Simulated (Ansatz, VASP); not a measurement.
SrTl: VASP beside Ansatz

Contents of INCAR:

```
SYSTEM = SrTl
ALGO = Normal
EDIFF = 1E-7
EDIFFG = -0.001
ENCUT = 600
GGA = CA
IBRION = 2
ISIF = 3
ISMEAR = -1
LASPH = .True.
LCHARG = .False.
LREAL = .False.
LWAVE = .False.
NELM = 80
NSW = 80
PREC = Accurate
SIGMA = 0.15
```

KPOINTS

```
k-points
0
Gamma
  10 10 10
  0 0 0
```

POSCAR

```
SrTl
1.0
    3.9541334156      0.0000000000      0.0000000000
    0.0000000000      3.9541334156      0.0000000000
    0.0000000000      0.0000000000      3.9541334156
Sr Tl
1 1
Direct
    0.0000000000      0.0000000000      0.0000000000
    0.5000000000      0.5000000000      0.5000000000
```

Input for Ansatz:

```yaml
crystal:
  lattice:
    - [3.9541334254, 0.0, 0.0]
    - [0.0, 3.9541334254, 0.0]
    - [0.0, 0.0, 3.9541334254]
  atoms:
    - { symbol: Sr, position: [0.0, 0.0, 0.0] }
    - { symbol: Tl, position: [0.5, 0.5, 0.5] }
basis:
  ecutwfc: 420
kpoints:
  mp_grid: { grid: [10, 10, 10] }
hamiltonian:
  xc: lda
scf:
  occupations: { method: fermi_dirac, width: 0.15 }
output:
  forces: true
  stress: true
  eigenvalues: true
relax:
  adjacent_minimum: "off"
  f_tol: 0.001
  max_steps: 60
  cell: { stress_tol: 0.01 }
```

Alike in both runs: task relaxation of cell and atoms; functional LDA; k mesh 10 × 10 × 10; occupations fermi-dirac, width 0.15 eV; no spin polarisation.

```csv
,VASP,Ansatz
version,VASP 6.6.1,Ansatz 0.2.0
potentials or method,"VASP PAW LDA potentials, release 64 (Sr_sv, Tl_d), cutoff 600 eV","scalar-relativistic, plane waves, PAW"
valence electrons in the cell,23,23
```

```csv
,VASP,Ansatz,Ansatz less VASP
"gap on the k mesh at the Fermi level, each at its own relaxed structure (eV)",none,none,-
relaxed volume (Å³/atom),31.07,30.94,-0.129
relaxed length of the cell vector where the two differ most in proportion (Å),3.961,3.955,-0.0055
```

LDA's correlation is that of Perdew and Zunger in VASP and of Perdew and Wang (1992) in Ansatz. A gap of «none» marks a metal or a gap that the smearing closes.

Spin-orbit coupling is off throughout.
